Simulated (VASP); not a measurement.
Wanted: the native input for a VASP 6.6.1 run.

| Quantity | Value |
| --- | --- |
| Task | single point |
| Functional | PBEsol |
| Potentials or basis | VASP PAW PBE potentials, release 64 (Pd) |
| Cutoff | 520 eV |
| k mesh | 11 × 11 × 11 |
| Occupations | fermi-dirac, width 0.05 eV |
| Spin | collinear spin, antiferromagnetic start |
| Starting moments | [0.5, -0.5] μB |
| Dipole correction | no |
| Further INCAR settings | ALGO = Normal; EDIFF = 1e-07; NBANDS = 21 |

The structure of Pd lies in POSCAR:

```
Pd
1.0
    0.0000000000      2.5643398822      2.5643398822
    2.5643398822      0.0000000000      2.5643398822
    2.5643398822      2.5643398822      0.0000000000
Pd
2
Direct
    0.0000000000      0.0000000000      0.0000000000
    0.5000000000      0.5000000000      0.5000000000
```

These files were run (other wordings do the same):

INCAR

```
SYSTEM = Pd
  PREC = Accurate
  ENCUT = 520
  EDIFF = 1E-7
  ISMEAR = -1
  SIGMA = 0.05
  LREAL = .False.
  LASPH = .True.
  NELM = 150
  ALGO = Normal
  ISIF = 2
  LWAVE = .False.
  LCHARG = .False.
  ISPIN = 2
  MAGMOM = 0.5 -0.5
  LORBIT = 11
  LMAXMIX = 4
  GGA = PS
  NBANDS = 21
```

KPOINTS

```
regular mesh
0
Gamma
  11 11 11
  0 0 0
```

Potentials or basis: VASP PAW PBE potentials, release 64 (Pd).

Command:

```console
$ cat potpaw_PBE.64/Pd/POTCAR > POTCAR
$ mpirun -np 1 vasp_std > vasp.out
```

It gave:

```json
{"Pressure": "-0.4 GPa", "Band gap on the k mesh": "zero (filled and empty bands overlap)", "Net moment": "0.00 μB per cell", "Valence electrons inside the program's atomic spheres": "Pd 9.42"}
```

Caveat: the PAW data sets were made with another functional, which shifts forces and pressure a little.

It took 66 s on 1 thread of Intel(R) Xeon(R) Platinum 8259CL CPU @ 2.50GHz (Skylake/Cascade Lake) (shared host), peak memory 0.2 GiB.
